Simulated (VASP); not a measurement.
# Cu2Sn (P-3m1) in VASP: a series of runs

Cu2Sn is run at these levels: PBE; tasks: single point, relaxation of cell and atoms.

All numbers are computed with VASP 6.6.1; they aren't measurements. Logs are shortened: lines on timing, memory, paths and dates and some standing lists are left out, and cuts for length are marked.

## Step 1: The cell of the first run

It takes space group P-3m1 (No. 164, trigonal). The conventional cell has a = 3.035 Å, b = 3.035 Å, c = 13.370 Å, α = 90.00°, β = 90.00°, γ = 120.00°. Cu (site symmetry 3m) has 9 Cu at 2.50 to 3.03 Å and 3 Sn at 2.84 Å within 3.3 Å. Cu (site symmetry 3m) has 12 Cu at 2.50 to 3.03 Å within 3.3 Å. Within 3.7 Å of Sn (site symmetry 3m) lie 3 Cu at 2.84 Å and 6 Sn at 3.03 Å.

## Step 2: Single point, PBE

INCAR reads:

```
SYSTEM = Cu2Sn
PREC     = Accurate       ! precision mode
ENCUT    = 520            ! plane-wave cutoff, eV
EDIFF    = 1E-6           ! SCF threshold, eV
ISMEAR   = 0              ! smearing method
SIGMA    = 0.1            ! smearing width, eV
LREAL    = .FALSE.        ! projectors in reciprocal space
LASPH    = .TRUE.         ! aspherical terms in the spheres
NELM     = 80             ! most SCF steps
ALGO     = Normal         ! electronic algorithm
ISIF     = 2              ! what is computed and relaxed
LWAVE    = .FALSE.        ! write WAVECAR
LCHARG   = .FALSE.        ! write CHGCAR
GGA      = PE             ! functional
NBANDS   = 45             ! bands
```

KPOINTS reads:

```
Automatic mesh
0
G
  6 6 2
  0 0 0
```

POSCAR reads:

```
Cu2Sn
1.0
    3.0348452577      0.0000000000      0.0000000000
   -1.5174226288      2.6282530897      0.0000000000
    0.0000000000      0.0000000000     13.3704694225
Cu Sn
4 2
Direct
    0.3333333333      0.6666666667      0.7017300231
    0.3333333333      0.6666666667      0.4320275059
    0.6666666667      0.3333333333      0.2982699769
    0.6666666667      0.3333333333      0.5679724941
    0.3333333333      0.6666666667      0.1308449934
    0.6666666667      0.3333333333      0.8691550066
```

Potentials or basis: VASP PAW PBE potentials, release 64 (Cu, Sn_d).

Started as:

```sh
> cat potpaw_PBE.64/Cu/POTCAR potpaw_PBE.64/Sn_d/POTCAR > POTCAR
> mpirun -np 1 vasp_std > vasp.out
```

OUTCAR:

```text
SYSTEM = Cu2Sn
   PREC = Accurate
   ENCUT = 520
   EDIFF = 1E-6
   ISMEAR = 0
   LREAL = .FALSE.
   LASPH = .TRUE.
   NELM = 80
   ISIF = 2
   GGA = PE

 ion  position               nearest neighbor table
   1  0.333  0.667  0.702-   4 2.50   4 2.50   4 2.50   6 2.84   6 2.84   6 2.84
   2  0.333  0.667  0.432-   3 2.50   3 2.50   3 2.50   4 2.52   4 2.52   4 2.52
   3  0.667  0.333  0.298-   2 2.50   2 2.50   2 2.50   5 2.84   5 2.84   5 2.84
   4  0.667  0.333  0.568-   1 2.50   1 2.50   1 2.50   2 2.52   2 2.52   2 2.52
   5  0.333  0.667  0.131-   3 2.84   3 2.84   3 2.84
   6  0.667  0.333  0.869-   1 2.84   1 2.84   1 2.84

  LATTYP: Found a hexagonal cell.
 ALAT       =     3.0348452577
 C/A-ratio  =     4.4056511246

  Lattice vectors:

 A1 = (   3.0348452577,   0.0000000000,   0.0000000000)
 A2 = (  -1.5174226288,   2.6282530897,   0.0000000000)
 A3 = (   0.0000000000,   0.0000000000,  13.3704694225)

Analysis of symmetry for initial positions (statically):
=====================================================================
 Subroutine PRICEL returns:
 Original cell was already a primitive cell.

 Routine SETGRP: Setting up the symmetry group for a
 hexagonal supercell.

 Subroutine GETGRP returns: Found 12 space group operations
 (whereof 12 operations were pure point group operations)
 out of a pool of 24 trial point group operations.

The static configuration has the point symmetry D_3d.

Analysis of symmetry for dynamics (positions and initial velocities):
=====================================================================
 Subroutine PRICEL returns:
 Original cell was already a primitive cell.

 Routine SETGRP: Setting up the symmetry group for a
 hexagonal supercell.

 Subroutine GETGRP returns: Found 12 space group operations
 (whereof 12 operations were pure point group operations)
 out of a pool of 24 trial point group operations.

The dynamic configuration has the point symmetry D_3d.

 Subroutine INISYM returns: Found 12 space group operations
 (whereof 12 operations are pure point group operations),
 and found     1 'primitive' translations

----------------------------------------------------------------------------------------

                                     Primitive cell

  volume of cell :     106.6474

  direct lattice vectors                    reciprocal lattice vectors
     3.034845258  0.000000000  0.000000000     0.329506092  0.190240431  0.000000000
    -1.517422629  2.628253090  0.000000000     0.000000000  0.380480862  0.000000000
     0.000000000  0.000000000 13.370469422     0.000000000  0.000000000  0.074791690

  length of vectors
     3.034845258  3.034845258 13.370469422     0.380480862  0.380480862  0.074791690

  position of ions in fractional coordinates (direct lattice)
     0.333333333  0.666666667  0.701730023
     0.333333333  0.666666667  0.432027506
     0.666666667  0.333333333  0.298269977
     0.666666667  0.333333333  0.567972494
     0.333333333  0.666666667  0.130844993
     0.666666667  0.333333333  0.869155007

  ion indices of the primitive-cell ions
   primitive index   ion index
                 1           1
                 2           2
                 3           3
                 4           4
                 5           5
                 6           6

----------------------------------------------------------------------------------------

 KPOINTS: Automatic mesh

Automatic generation of k-mesh.
 Grid dimensions read from file:
 generate k-points for:    6    6    2

 Generating k-lattice:

  Cartesian coordinates                     Fractional coordinates (reciprocal lattice)
     0.054917682  0.031706738  0.000000000     0.166666667  0.000000000  0.000000000
     0.000000000  0.063413477  0.000000000     0.000000000  0.166666667  0.000000000
     0.000000000  0.000000000  0.037395845     0.000000000  0.000000000  0.500000000

  Length of vectors
     0.063413477  0.063413477  0.037395845

  Shift w.r.t. Gamma in fractional coordinates (k-lattice)
     0.000000000  0.000000000  0.000000000

 Subroutine IBZKPT returns following result:
 ===========================================

 Found     14 irreducible k-points:

 Following reciprocal coordinates:
            Coordinates               Weight
  0.000000  0.000000  0.000000      1.000000
  0.166667 -0.000000  0.000000      6.000000
  0.333333  0.000000  0.000000      6.000000
  0.500000  0.000000  0.000000      3.000000
  0.166667  0.166667  0.000000      6.000000
  0.333333  0.166667  0.000000     12.000000
  0.333333  0.333333  0.000000      2.000000
  0.000000  0.000000  0.500000      1.000000
  0.166667 -0.000000  0.500000      6.000000
  0.333333  0.000000  0.500000      6.000000
  0.500000  0.000000  0.500000      3.000000
  0.166667  0.166667  0.500000      6.000000
  0.333333  0.166667  0.500000     12.000000
  0.333333  0.333333  0.500000      2.000000
   k-points           NKPTS =     14   k-points in BZ     NKDIM =     14   number of bands    NBANDS=     45
   number of dos      NEDOS =    301   number of ions     NIONS =      6
   total plane-waves  NPLWV =  57600
   dimension x,y,z NGX =    24 NGY =   24 NGZ =  100
   dimension x,y,z NGXF=    48 NGYF=   48 NGZF=  200
   ions per type =               4   2
   NGX,Y,Z   is equivalent  to a cutoff of  13.15, 13.15, 12.43 a.u.
   NGXF,Y,Z  is equivalent  to a cutoff of  26.29, 26.29, 24.87 a.u.
 SYSTEM =  Cu2Sn
   PREC   = accura    normal or accurate (medium, high low for compatibility)
   ISTART =      0    job   : 0-new  1-cont  2-samecut
   ICHARG =      2    charge: 1-file 2-atom 10-const
   ISPIN  =      1    spin polarized calculation?
   LNONCOLLINEAR =      F non collinear calculations
   LSORBIT =      F    spin-orbit coupling
   LASPH  =      T    aspherical Exc in radial PAW
   ENCUT  =  520.0 eV  38.22 Ry    6.18 a.u.   5.64  5.64 24.86*2*pi/ulx,y,z
   NELM   =     80;   NELMIN=  2; NELMDL= -5     # of ELM steps
   EDIFF  = 0.1E-05   stopping-criterion for ELM
   LREAL  =      F    real-space projection
   EDIFFG = 0.1E-04   stopping-criterion for IOM
   NSW    =      0    number of steps for IOM
   IBRION =     -1    ionic relax: 0-MD 1-quasi-New 2-CG
   NFREE  =      0    steps in history (QN), initial steepest desc. (CG)
   ISIF   =      2    stress and relaxation
   ISYM   =      2    0-nonsym 1-usesym 2-fastsym
   POTIM  = 0.5000    time-step for ionic-motion
   TEBEG  =    0.0;   TEEND  =   0.0 temperature during run
   PSTRESS=    0.0 pullay stress
   NELECT =      72.0000    total number of electrons
   NUPDOWN=      -1.0000    fix difference up-down
   EMIN   =  10.00;   EMAX   =-10.00  energy-range for DOS
   EFERMI =   0.00;   METHOD = LEGACY
   ISMEAR =     0;   SIGMA  =   0.10  broadening in eV -4-tet -1-fermi 0-gaus
   EFERMI_NEDOS =   21; number of points for ismear=-14 and -15
   IALGO  =     38    algorithm
   IMIX   =      4    mixing-type and parameters
     AMIX     =   0.40;   BMIX     =  1.00
     AMIX_MAG =   1.60;   BMIX_MAG =  1.00
  volume/ion in A,a.u.               =      17.77       119.95
  Fermi-wavevector in a.u.,A,eV,Ry     =   1.436158  2.713945 28.062691  2.062550
  Thomas-Fermi vector in A             =   2.555377
   LORBIT       =      0    0 simple, 1 ext, 2 COOP (PROOUT), +10 PAW based schemes
   GGA     = PE    functional components
   LHFCALC =     F    Hartree Fock is set to
   AEXX    =    0.0000 exact exchange contribution
   IVDW    =     0    specifies the selected vdW correction
   LEPSILON=     F    determine dielectric tensor
   LRPA    =     F    only Hartree local field effects (RPA)
 non-spin polarized calculation
 Gauss-broadening in eV      SIGMA  =   0.10
  energy-cutoff  :      520.00
  volume of cell :      106.65
 maximum number of plane-waves:      2906
 NGX is ok and might be reduce to    24
   NGX = 11   NGY = 11   NGZ = 49

 number of electron      72.0000004 magnetization

 Free energy of the ion-electron system (eV)
  ---------------------------------------------------
  ext. energy  EPLUGINS =         0.00000000
  ---------------------------------------------------
  free energy    TOTEN  =       -21.07773759 eV

  energy without entropy =      -21.06716257  energy(sigma->0) =      -21.07245008

 E-fermi :   7.0998     XC(G=0): -11.1993

 val. band max:        7.0332095140   @ k =   0.5000   0.0000   0.5000
 cond. band min:       7.1159732158   @ k =   0.3333   0.0000   0.5000
 fundamental gap:      0.0827637018
 Fermi energy:         7.0997711967

 k-point     1 :       0.0000    0.0000    0.0000
  band No.  band energies     occupation
      1     -14.4188      2.00000
      2     -14.4109      2.00000
      3     -14.4109      2.00000
      4     -14.4102      2.00000
      5     -14.4102      2.00000
      6     -14.4080      2.00000
[... 37 lines left out ...]
     44      19.1278      0.00000
     45      19.3027      0.00000

 k-point     2 :       0.1667   -0.0000    0.0000
  band No.  band energies     occupation
      1     -14.4482      2.00000
      2     -14.4460      2.00000
      3     -14.3425      2.00000
      4     -14.3327      2.00000
      5     -14.3245      2.00000
      6     -14.3239      2.00000
[... 37 lines left out ...]
     44      16.2351      0.00000
     45      17.4481      0.00000

 k-point     3 :       0.3333    0.0000    0.0000
  band No.  band energies     occupation
      1     -14.5217      2.00000
      2     -14.5179      2.00000
      3     -14.3032      2.00000
      4     -14.2951      2.00000
      5     -14.1954      2.00000
      6     -14.1875      2.00000
[... 517 lines left out ...]
     44      12.6260      0.00000
     45      12.7259      0.00000

 k-point    14 :       0.3333    0.3333    0.5000
  band No.  band energies     occupation
      1     -14.2919      2.00000
      2     -14.2902      2.00000
      3     -14.2902      2.00000
      4     -14.2768      2.00000
      5     -14.2637      2.00000
      6     -14.2637      2.00000
[... 37 lines left out ...]
     44      11.6396      0.00000
     45      11.7459      0.00000

------------------------ aborting loop because EDIFF is reached ----------------------------------------

  FORCE on cell =-STRESS in cart. coord.  units (eV):
  Direction    XX          YY          ZZ          XY          YZ          ZX
  --------------------------------------------------------------------------------------
  -------------------------------------------------------------------------------------
  Total        0.0699839      0.0699839      0.1096237      0.0000000      0.0000000      0.0000000
  in kB        1.0513773      1.0513773      1.6468907      0.0000000      0.0000000      0.0000000
  external PRESSURE =       1.2498818 kB  Pullay stress =       0.0000000 kB

 VOLUME and BASIS-vectors are now :
 -----------------------------------------------------------------------------
  energy-cutoff  :      520.00
  volume of cell :      106.65
      direct lattice vectors                 reciprocal lattice vectors
     3.034845258  0.000000000  0.000000000     0.329506092  0.190240431  0.000000000
    -1.517422629  2.628253090  0.000000000     0.000000000  0.380480862  0.000000000
     0.000000000  0.000000000 13.370469422     0.000000000  0.000000000  0.074791690

 POSITION                                       TOTAL-FORCE (eV/Angst)
 -----------------------------------------------------------------------------------
     -0.00000      1.75217      9.38246        -0.000000      0.000000      0.027326
     -0.00000      1.75217      5.77641         0.000000     -0.000000      0.013521
      1.51742      0.87608      3.98801         0.000000     -0.000000     -0.027326
      1.51742      0.87608      7.59406        -0.000000      0.000000     -0.013521
     -0.00000      1.75217      1.74946        -0.000000     -0.000000      0.005640
      1.51742      0.87608     11.62101         0.000000      0.000000     -0.005640
 -----------------------------------------------------------------------------------
    total drift:                                0.000000      0.000000      0.000000

  FREE ENERGIE OF THE ION-ELECTRON SYSTEM (eV)
  ---------------------------------------------------
  free  energy   TOTEN  =       -21.0777375851 eV

  energy  without entropy=      -21.0671625711  energy(sigma->0) =      -21.07245008
```

Run time: 51 s. Hardware: 1 thread of Intel Xeon Platinum 8488C (Sapphire Rapids), shared host; peak memory 0.24 GiB.

What came out:

```yaml
Free_energy: -21.0777 eV
Pressure: 0.1 GPa
Largest_force: 0.027 eV/Å
Band_gap_on_the_k_mesh: zero (band 36 reaches 8.05 eV, above the bottom of band 37 at 6.87 eV)
```

Forces in eV/Å, atoms in the order of the input:
```
Cu   0.000  0.000  0.027
Cu   0.000  0.000  0.014
Cu   0.000  0.000 -0.027
Cu   0.000  0.000 -0.014
Sn   0.000  0.000  0.006
Sn   0.000  0.000 -0.006
```

Levels at points of the mesh, in eV from the Fermi level:
```
           k point  band 34  band 35  band 36  band 37  band 38  band 39
(0.00, 0.00, 0.00)    -1.41    -1.41    -1.17    -0.23     5.45     6.45
(0.50, 0.00, 0.00)    -1.40    -0.62    -0.31     0.13     0.25     1.91
(0.00, 0.00, 0.50)    -1.57    -1.41    -1.41     0.84     3.95     8.58
(0.50, 0.00, 0.50)    -1.40    -0.64    -0.07    -0.07     0.12     2.45
```

Caveat: the k points lie up to 0.40 Å⁻¹ apart; spin-orbit coupling is left out, which moves the levels of the heavy elements.

## Step 3: Relaxation of cell and atoms, PBE

This run uses another cell than the first one, of 17.87 Å³/atom, 1.006 times its volume.

INCAR reads:

```
PREC = Accurate
ENCUT = 600
EDIFF = 1E-6
ISMEAR = 0
SIGMA = 0.1
LREAL = F
LASPH = T
NELM = 100
ALGO = Normal
ISIF = 3
LWAVE = F
LCHARG = F
GGA = PE
IBRION = 2
NSW = 90
EDIFFG = -0.04
```

KPOINTS reads:

```
Automatic mesh
0
Gamma
  6 6 2
```

POSCAR reads:

```
Cu2Sn
1.0
    2.9665780800      0.0000000000      0.0000000000
   -1.4832890400      2.5691319800      0.0000000000
    0.0000000000      0.0000000000     14.0715117200
Cu Sn
4 2
Direct
    0.3333333300      0.6666666700      0.7500000000
    0.3333333300      0.6666666700      0.4166666700
    0.6666666700      0.3333333300      0.2500000000
    0.6666666700      0.3333333300      0.5833333300
    0.3333333300      0.6666666700      0.0833333300
    0.6666666700      0.3333333300      0.9166666700
```

Potentials or basis: VASP PAW PBE potentials, release 64 (Cu, Sn_d).

Started as:

```sh
> cat potpaw_PBE.64/Cu/POTCAR potpaw_PBE.64/Sn_d/POTCAR > POTCAR
> mpirun -np 1 vasp_std > vasp.out
```

Run time: 21 min. Hardware: 1 thread of Intel Xeon Platinum 8375C at 2.90GHz (Ice Lake), shared host; peak memory 0.29 GiB.

It converged, with:

| Quantity | Value |
| --- | --- |
| Free energy | -21.0785 eV |
| Relaxed volume | 17.78 Å³/atom |
| Relaxed cell | a = 3.036 Å, b = 3.036 Å, c = 13.371 Å, α = 90.00°, β = 90.00°, γ = 120.00° |
| Space group after relaxing (to 0.05 Å) | P-3m1 (No. 164) |
| Energy gained by relaxing | 389.6 meV/atom |
| Ionic steps | 24 |
| Pressure after relaxing | 0.1 GPa |
| Largest force after relaxing | 0.009 eV/Å |
| Band gap on the k mesh | zero (band 36 reaches 8.04 eV, above the bottom of band 37 at 6.86 eV) |

Forces in eV/Å, atoms in the order of the input:
```
Cu   0.000  0.000  0.001
Cu   0.000  0.000  0.009
Cu   0.000  0.000 -0.001
Cu   0.000  0.000 -0.009
Sn   0.000  0.000 -0.002
Sn   0.000  0.000  0.002
```

The path:
```tsv
step	energy change (eV)	largest force (eV/Å)	pressure (GPa)	volume (Å³)
1	0.0000	3.7298	3.05	107.25
2	-0.9974	1.4457	-3.25	112.62
3	-1.1269	0.9799	-4.39	114.87
4	-1.1201	1.1903	-5.54	119.47
5	-1.1557	1.0855	-5.17	117.27
6	-1.5212	1.5793	0.28	107.34
7	-1.5520	1.7647	2.81	104.08
8	-1.8507	1.2642	3.44	102.07
9	-2.0073	0.9963	6.34	98.81
10	-2.1970	0.6973	-1.30	107.31
11	-2.1984	0.7212	-0.88	106.53
12	-2.2582	0.4854	-0.64	106.11
13	-2.3057	0.2274	0.03	105.25
14	-2.3062	0.2007	-0.14	105.34
15	-2.3146	0.1524	0.25	104.94
16	-2.3215	0.0790	0.98	104.29
17	-2.3264	0.0888	0.64	104.86
18	-2.3310	0.1118	-0.14	106.13
19	-2.3324	0.0982	-0.15	106.21
20	-2.3354	0.0648	-0.21	106.42
21	-2.3371	0.0552	-0.10	106.84
22	-2.3372	0.0479	0.03	106.74
23	-2.3373	0.0495	-0.03	106.76
24	-2.3376	0.0091	0.07	106.71
```

Final structure:
```yaml
crystal:
  lattice:
    - [3.03565, 0.00000, 0.00000]
    - [-1.51782, 2.62895, 0.00000]
    - [0.00000, 0.00000, 13.37063]
  atoms:
    - { symbol: Cu, position: [0.33333, 0.66667, 0.70217] }
    - { symbol: Cu, position: [0.33333, 0.66667, 0.43193] }
    - { symbol: Cu, position: [0.66667, 0.33333, 0.29783] }
    - { symbol: Cu, position: [0.66667, 0.33333, 0.56807] }
    - { symbol: Sn, position: [0.33333, 0.66667, 0.13072] }
    - { symbol: Sn, position: [0.66667, 0.33333, 0.86928] }
```

Levels at points of the mesh, in eV from the Fermi level:
| k point | band 34 | band 35 | band 36 | band 37 | band 38 | band 39 |
| --- | --- | --- | --- | --- | --- | --- |
| (0.00, 0.00, 0.00) | -1.41 | -1.41 | -1.16 | -0.23 | 5.47 | 6.46 |
| (0.50, 0.00, 0.00) | -1.40 | -0.62 | -0.31 | 0.13 | 0.25 | 1.92 |
| (0.00, 0.00, 0.50) | -1.57 | -1.41 | -1.41 | 0.84 | 3.96 | 8.59 |
| (0.50, 0.00, 0.50) | -1.40 | -0.64 | -0.07 | -0.07 | 0.12 | 2.45 |

Caveat: the k points lie up to 0.40 Å⁻¹ apart in the final cell; spin-orbit coupling is left out, which moves the levels of the heavy elements.
